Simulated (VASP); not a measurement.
# Al (Fm-3m) in VASP: single point with PBEsol+D3(BJ)

Aim: the single point of Al with PBEsol+D3(BJ).

Program: VASP 6.6.1. These are calculated values, not measurements. Logs are shortened: lines on timing, memory, paths and dates and some standing lists are left out, and cuts for length are marked.

**1. The cell of the first run**

It takes space group Fm-3m (No. 225, cubic). The conventional cell has a = 3.962 Å, b = 3.962 Å, c = 3.962 Å, α = 90.00°, β = 90.00°, γ = 90.00°. Al (site symmetry m-3m) has 12 Al at 2.80 Å within 3.7 Å.

**2. Single point, PBEsol+D3(BJ)**

Contents of INCAR:

```
SYSTEM = Al
ALGO = Normal ; EDIFF = 1E-6
ENCUT = 500 ; GGA = PS
GGA_COMPAT = .FALSE. ; ISIF = 2
ISMEAR = 0 ; IVDW = 12
LASPH = .TRUE. ; LCHARG = .TRUE.
LELF = .TRUE. ; LREAL = .FALSE.
LVHAR = .TRUE. ; LWAVE = .FALSE.
NBANDS = 8 ; NELM = 120
PREC = Accurate ; SIGMA = 0.1
```

Contents of KPOINTS:

```
k-points
0
G
  18 18 18
  0 0 0
```

Contents of POSCAR:

```
Al
1.0
    0.0000000000      1.9809156623      1.9809156623
    1.9809156623      0.0000000000      1.9809156623
    1.9809156623      1.9809156623      0.0000000000
Al
1
Direct
    0.0000000000      0.0000000000      0.0000000000
```

Potentials or basis: VASP PAW PBE potentials, release 64 (Al).

Run with:

```
$ cat potpaw_PBE.64/Al/POTCAR > POTCAR
$ mpirun -np 1 vasp_std > vasp.out
```

OUTCAR:

```text
SYSTEM = Al
   EDIFF = 1E-6
   ENCUT = 500
   GGA = PS
   ISIF = 2
   ISMEAR = 0
   IVDW = 12
   LASPH = .TRUE.
   LREAL = .FALSE.
   NELM = 120
   PREC = Accurate
 IVDW          = 12

 ion  position               nearest neighbor table
   1  0.000  0.000  0.000-

  LATTYP: Found a face centered cubic cell.
 ALAT       =     3.9618313246

  Lattice vectors:

 A1 = (   0.0000000000,   1.9809156623,   1.9809156623)
 A2 = (   1.9809156623,   0.0000000000,   1.9809156623)
 A3 = (   1.9809156623,   1.9809156623,   0.0000000000)

Analysis of symmetry for initial positions (statically):
=====================================================================
 Subroutine PRICEL returns:
 Original cell was already a primitive cell.

 Routine SETGRP: Setting up the symmetry group for a
 face centered cubic supercell.

 Subroutine GETGRP returns: Found 48 space group operations
 (whereof 48 operations were pure point group operations)
 out of a pool of 48 trial point group operations.

The static configuration has the point symmetry O_h .

Analysis of symmetry for dynamics (positions and initial velocities):
=====================================================================
 Subroutine PRICEL returns:
 Original cell was already a primitive cell.

 Routine SETGRP: Setting up the symmetry group for a
 face centered cubic supercell.

 Subroutine GETGRP returns: Found 48 space group operations
 (whereof 48 operations were pure point group operations)
 out of a pool of 48 trial point group operations.

The dynamic configuration has the point symmetry O_h .

 Subroutine INISYM returns: Found 48 space group operations
 (whereof 48 operations are pure point group operations),
 and found     1 'primitive' translations

----------------------------------------------------------------------------------------

                                     Primitive cell

  volume of cell :      15.5463

  direct lattice vectors                    reciprocal lattice vectors
     0.000000000  1.980915662  1.980915662    -0.252408525  0.252408525  0.252408525
     1.980915662  0.000000000  1.980915662     0.252408525 -0.252408525  0.252408525
     1.980915662  1.980915662  0.000000000     0.252408525  0.252408525 -0.252408525

  length of vectors
     2.801437796  2.801437796  2.801437796     0.437184389  0.437184389  0.437184389

  position of ions in fractional coordinates (direct lattice)
     0.000000000  0.000000000  0.000000000

  ion indices of the primitive-cell ions
   primitive index   ion index
                 1           1

----------------------------------------------------------------------------------------

 KPOINTS: k-points

Automatic generation of k-mesh.
 Grid dimensions read from file:
 generate k-points for:   18   18   18

 Generating k-lattice:

  Cartesian coordinates                     Fractional coordinates (reciprocal lattice)
    -0.014022696  0.014022696  0.014022696     0.055555556  0.000000000  0.000000000
     0.014022696 -0.014022696  0.014022696     0.000000000  0.055555556  0.000000000
     0.014022696  0.014022696 -0.014022696     0.000000000  0.000000000  0.055555556

  Length of vectors
     0.024288022  0.024288022  0.024288022

  Shift w.r.t. Gamma in fractional coordinates (k-lattice)
     0.000000000  0.000000000  0.000000000

 Subroutine IBZKPT returns following result:
 ===========================================

 Found    195 irreducible k-points:

 Following reciprocal coordinates:
            Coordinates               Weight
  0.000000  0.000000  0.000000      1.000000
  0.055556  0.000000  0.000000      8.000000
  0.111111  0.000000  0.000000      8.000000
  0.166667  0.000000  0.000000      8.000000
  0.222222  0.000000  0.000000      8.000000
  0.277778  0.000000  0.000000      8.000000
[... 16 lines left out ...]
 -0.277778  0.055556  0.000000     24.000000
 -0.222222  0.055556  0.000000     24.000000
 [... further k-points ...]
   k-points           NKPTS =    195   k-points in BZ     NKDIM =    195   number of bands    NBANDS=      8
   number of dos      NEDOS =    301   number of ions     NIONS =      1
   total plane-waves  NPLWV =   8000
   dimension x,y,z NGX =    20 NGY =   20 NGZ =   20
   dimension x,y,z NGXF=    40 NGYF=   40 NGZF=   40
   ions per type =               1
   NGX,Y,Z   is equivalent  to a cutoff of  11.87, 11.87, 11.87 a.u.
   NGXF,Y,Z  is equivalent  to a cutoff of  23.74, 23.74, 23.74 a.u.
 SYSTEM =  Al
   PREC   = accura    normal or accurate (medium, high low for compatibility)
   ISTART =      0    job   : 0-new  1-cont  2-samecut
   ICHARG =      2    charge: 1-file 2-atom 10-const
   ISPIN  =      1    spin polarized calculation?
   LNONCOLLINEAR =      F non collinear calculations
   LSORBIT =      F    spin-orbit coupling
   LASPH  =      T    aspherical Exc in radial PAW
   ENCUT  =  500.0 eV  36.75 Ry    6.06 a.u.   5.11  5.11  5.11*2*pi/ulx,y,z
   NELM   =    120;   NELMIN=  2; NELMDL= -5     # of ELM steps
   EDIFF  = 0.1E-05   stopping-criterion for ELM
   LREAL  =      F    real-space projection
   EDIFFG = 0.1E-04   stopping-criterion for IOM
   NSW    =      0    number of steps for IOM
   IBRION =     -1    ionic relax: 0-MD 1-quasi-New 2-CG
   NFREE  =      0    steps in history (QN), initial steepest desc. (CG)
   ISIF   =      2    stress and relaxation
   ISYM   =      2    0-nonsym 1-usesym 2-fastsym
   POTIM  = 0.5000    time-step for ionic-motion
   TEBEG  =    0.0;   TEEND  =   0.0 temperature during run
   PSTRESS=    0.0 pullay stress
   NELECT =       3.0000    total number of electrons
   NUPDOWN=      -1.0000    fix difference up-down
   EMIN   =  10.00;   EMAX   =-10.00  energy-range for DOS
   EFERMI =   0.00;   METHOD = LEGACY
   ISMEAR =     0;   SIGMA  =   0.10  broadening in eV -4-tet -1-fermi 0-gaus
   EFERMI_NEDOS =   21; number of points for ismear=-14 and -15
   IALGO  =     38    algorithm
   IMIX   =      4    mixing-type and parameters
     AMIX     =   0.40;   BMIX     =  1.00
     AMIX_MAG =   1.60;   BMIX_MAG =  1.00
  volume/ion in A,a.u.               =      15.55       104.91
  Fermi-wavevector in a.u.,A,eV,Ry     =   0.946032  1.787742 12.176901  0.894977
  Thomas-Fermi vector in A             =   2.073991
   LORBIT       =      0    0 simple, 1 ext, 2 COOP (PROOUT), +10 PAW based schemes
   GGA     = PS    functional components
   LHFCALC =     F    Hartree Fock is set to
   AEXX    =    0.0000 exact exchange contribution
   IVDW    =    12    specifies the selected vdW correction
   LEPSILON=     F    determine dielectric tensor
   LRPA    =     F    only Hartree local field effects (RPA)
 non-spin polarized calculation
 Gauss-broadening in eV      SIGMA  =   0.10
  energy-cutoff  :      500.00
  volume of cell :       15.55
 maximum number of plane-waves:       411
   NGX = 11   NGY = 11   NGZ = 11

 number of electron       3.0000000 magnetization

 Free energy of the ion-electron system (eV)
  ---------------------------------------------------
  ext. energy  EPLUGINS =         0.00000000
  ---------------------------------------------------
  free energy    TOTEN  =        -4.08361848 eV

  energy without entropy =       -4.08076588  energy(sigma->0) =       -4.08219218

 E-fermi :   8.5774     XC(G=0): -10.4758

 val. band max:        8.5721616457   @ k =  -0.4444   0.3333   0.1111
 cond. band min:       8.5933366521   @ k =  -0.2222   0.3889   0.1667
 fundamental gap:      0.0211750064
 Fermi energy:         8.5773836710

 k-point     1 :       0.0000    0.0000    0.0000
  band No.  band energies     occupation
      1      -2.9635      2.00000
      2      21.5119      0.00000
      3      21.5119      0.00000
      4      21.5119      0.00000
      5      23.4655      0.00000
      6      23.4655      0.00000
      7      23.4655      0.00000
      8      25.5088      0.00000

 k-point     2 :       0.0556    0.0000    0.0000
  band No.  band energies     occupation
      1      -2.8762      2.00000
      2      20.0296      0.00000
      3      21.2502      0.00000
      4      21.2502      0.00000
      5      23.8660      0.00000
      6      23.8660      0.00000
      7      23.9479      0.00000
      8      26.4468      0.00000

 k-point     3 :       0.1111    0.0000    0.0000
  band No.  band energies     occupation
      1      -2.6148      2.00000
      2      17.7521      0.00000
      3      20.7755      0.00000
      4      20.7755      0.00000
      5      23.9554      0.00000
      6      24.7334      0.00000
      7      24.7334      0.00000
      8      27.0391      0.00000

 k-point     4 :       0.1667    0.0000    0.0000
  band No.  band energies     occupation
      1      -2.1802      2.00000
      2      15.4457      0.00000
      3      20.3422      0.00000
      4      20.3422      0.00000
      5      23.7615      0.00000
      6      25.3373      0.00000
      7      25.3373      0.00000
      8      26.3728      0.00000

 k-point     5 :       0.2222    0.0000    0.0000
  band No.  band energies     occupation
      1      -1.5742      2.00000
      2      13.2145      0.00000
      3      20.0183      0.00000
      4      20.0183      0.00000
      5      23.5681      0.00000
      6      24.4274      0.00000
      7      24.4274      0.00000
      8      27.4422      0.00000
[... 177 lines left out ...]
 k-point    22 :      -0.3333    0.0556    0.0000
  band No.  band energies     occupation
      1       0.5676      2.00000
      2       8.5297      1.49996
      3      18.0412      0.00000
      4      20.9525      0.00000
      5      21.1316      0.00000
      6      22.5612      0.00000
      7      24.1644      0.00000
      8      27.1380      0.00000

 k-point    23 :      -0.2778    0.0556    0.0000
  band No.  band energies     occupation
      1      -0.4276      2.00000
      2      10.4775      0.00000
      3      18.0610      0.00000
      4      21.0352      0.00000
      5      21.9533      0.00000
      6      23.4442      0.00000
      7      24.1284      0.00000
      8      27.9551      0.00000

 k-point    24 :      -0.2222    0.0556    0.0000
  band No.  band energies     occupation
      1      -1.2579      2.00000
      2      12.5517      0.00000
      3      18.2281      0.00000
      4      21.1680      0.00000
      5      22.9854      0.00000
      6      24.0931      0.00000
      7      24.5614      0.00000
      8      26.8113      0.00000

 [... further k-points ...]

------------------------ aborting loop because EDIFF is reached ----------------------------------------

 Edisp (eV)   -0.33725

 E8    (eV) :    -0.2271

  FORCE on cell =-STRESS in cart. coord.  units (eV):
  Direction    XX          YY          ZZ          XY          YZ          ZX
  --------------------------------------------------------------------------------------
  -------------------------------------------------------------------------------------
  Total       0.00819     0.00819     0.00819     0.00000     0.00000     0.00000
  in kB       0.84441     0.84441     0.84441     0.00000     0.00000     0.00000
  external pressure =        0.84 kB  Pullay stress =        0.00 kB

 VOLUME and BASIS-vectors are now :
 -----------------------------------------------------------------------------
  energy-cutoff  :      500.00
  volume of cell :       15.55
      direct lattice vectors                 reciprocal lattice vectors
     0.000000000  1.980915662  1.980915662    -0.252408525  0.252408525  0.252408525
     1.980915662  0.000000000  1.980915662     0.252408525 -0.252408525  0.252408525
     1.980915662  1.980915662  0.000000000     0.252408525  0.252408525 -0.252408525

 POSITION                                       TOTAL-FORCE (eV/Angst)
 -----------------------------------------------------------------------------------
      0.00000      0.00000      0.00000        -0.000000      0.000000     -0.000000
 -----------------------------------------------------------------------------------
    total drift:                               -0.000000     -0.000000     -0.000000

  FREE ENERGIE OF THE ION-ELECTRON SYSTEM (eV)
  ---------------------------------------------------
  free  energy   TOTEN  =        -4.4208665189 eV

  energy  without entropy=       -4.4180139192  energy(sigma->0) =       -4.41944022
```

Wall time 8.3 s (1 thread of AMD EPYC 9R45 (Zen 5), shared host); peak memory 0.11 GiB.

Results:

```yaml
Free_energy: -4.4209 eV
Pressure: 0.1 GPa
Band_gap_on_the_k_mesh: zero (an odd number of electrons rules out a gap without spin polarisation)
Dispersion_energy_per_atom: -0.337 eV
```

Levels at points of the mesh, in eV from the Fermi level:
```tsv
k point	band 1	band 2	band 3	band 4
(0.00, 0.00, 0.00)	-11.54	12.93	12.93	12.93
(0.50, 0.00, 0.00)	-4.83	-4.45	11.72	11.72
(0.50, 0.50, 0.00)	-3.06	-1.62	5.27	5.88
```

Caveat: the PAW data sets were made with another functional, which shifts forces and pressure a little.
